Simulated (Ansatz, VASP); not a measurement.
Cu: VASP beside Ansatz

The input INCAR:

```
ALGO = Fast ; EDIFF = 1E-6
ENCUT = 520 ; GGA = PS
ISIF = 2 ; ISMEAR = -1
LASPH = T ; LCHARG = T
LELF = T ; LREAL = F
LVHAR = T ; LWAVE = F
NBANDS = 12 ; NELM = 80
PREC = Accurate ; SIGMA = 0.5
```

KPOINTS

```
k-points
0
Gamma
  20 20 20
```

The input POSCAR:

```
Cu
1.0
   -1.4427933200      1.4427933200      1.3760814500
    1.4427933200     -1.4427933200      1.3760814500
    1.4427933200      1.4427933200     -1.3760814500
Cu
1
Direct
    0.0000000000      0.0000000000      0.0000000000
```

Input for Ansatz:

```yaml
crystal:
  lattice:
    - [-1.44279332, 1.44279332, 1.37608145]
    - [1.44279332, -1.44279332, 1.37608145]
    - [1.44279332, 1.44279332, -1.37608145]
  atoms:
    - { symbol: Cu, position: [0.0, 0.0, 0.0] }
basis:
  ecutwfc: 420
kpoints:
  mp_grid: { grid: [20, 20, 20] }
hamiltonian:
  xc: pbesol
scf:
  occupations: { method: fermi_dirac, width: 0.5 }
output:
  forces: true
  stress: true
  eigenvalues: true
```

Alike in both runs: task single point; functional PBEsol; k mesh 20 × 20 × 20; occupations fermi-dirac, width 0.5 eV; no spin polarisation.

```csv
,VASP,Ansatz
version,VASP 6.6.1,Ansatz 0.2.0
potentials or method,"VASP PAW PBE potentials, release 64 (Cu), cutoff 520 eV","scalar-relativistic, plane waves, PAW"
valence electrons in the cell,11,19
```

VASP gave:

* gap on the k mesh at the Fermi level (eV): none
* pressure (GPa): 1.7

Task: Estimate Ansatz's values.

Result: gap on the k mesh at the Fermi level (eV): none; pressure (GPa): 0.8.

VASP's potentials were made for PBE, not for PBEsol. A gap of «none» marks a metal or a gap that the smearing closes. VASP's potentials hold 11 valence electrons a cell and Ansatz's 19, so a difference there can come from the potentials and not from the codes.
